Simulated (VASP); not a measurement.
Write the native input for VASP 6.6.1 that does the following.

| Property | Result |
| --- | --- |
| Task | single point |
| Functional | PBE |
| Potentials or basis | VASP PAW PBE potentials, release 64 (Zn, Cd, Te) |
| Cutoff | 520 eV |
| k mesh | 6 × 6 × 4 |
| Occupations | gaussian, width 0.02 eV |
| Spin | no spin polarisation |
| Dipole correction | no |
| Further INCAR settings | ALGO = Normal; EDIFF = 1e-06; NBANDS = 36 |

The structure of Zn2CdTe3 lies in POSCAR:

```
Zn2CdTe3
1.0
    4.6171114073      0.0000000000      0.0000000000
   -2.3085557036      3.9985357708      0.0000000000
    0.0000000000      0.0000000000     11.3285302488
Zn Cd Te
2 1 3
Direct
    0.3333333333      0.6666666667      0.6601719944
    0.6666666667      0.3333333333      0.3393735162
    0.0000000000      0.0000000000      0.9984530451
    0.0000000000      0.0000000000      0.7384206870
    0.3333333333      0.6666666667      0.4170049763
    0.6666666667      0.3333333333      0.0965757811
```

This cell differs from its parent crystal: volume scaled by 1.10, then relaxed in part.

These files were run (other wordings do the same):

INCAR

```
ALGO     = Normal         # electronic algorithm
EDIFF    = 1E-6           # SCF threshold, eV
ENCUT    = 520            # plane-wave cutoff, eV
GGA      = PE             # functional
ISIF     = 2              # what is computed and relaxed
ISMEAR   = 0              # smearing method
LASPH    = True           # aspherical terms in the spheres
LCHARG   = False          # write CHGCAR
LREAL    = False          # projectors in reciprocal space
LWAVE    = False          # write WAVECAR
NBANDS   = 36             # bands
NELM     = 100            # most SCF steps
PREC     = Accurate       # precision mode
SIGMA    = 0.02           # smearing width, eV
```

KPOINTS

```
k-points
0
Gamma
  6 6 4
```

Potentials or basis: VASP PAW PBE potentials, release 64 (Zn, Cd, Te).

Launch:

```sh
$ cat potpaw_PBE.64/Zn/POTCAR potpaw_PBE.64/Cd/POTCAR potpaw_PBE.64/Te/POTCAR > POTCAR
$ mpirun -np 1 vasp_std > vasp.out
```

Results of the run:

```json
{
  "Pressure": "-3.0 GPa",
  "Largest force": "0.009 eV/Å",
  "Band gap on the k mesh": "0.41 eV, direct"
}
```

Caveat: spin-orbit coupling is left out, which moves the levels of the heavy elements.

Run time: 5.4 min on 1 thread of AMD EPYC 7R13, with other jobs on the host, peak memory 0.4 GiB.
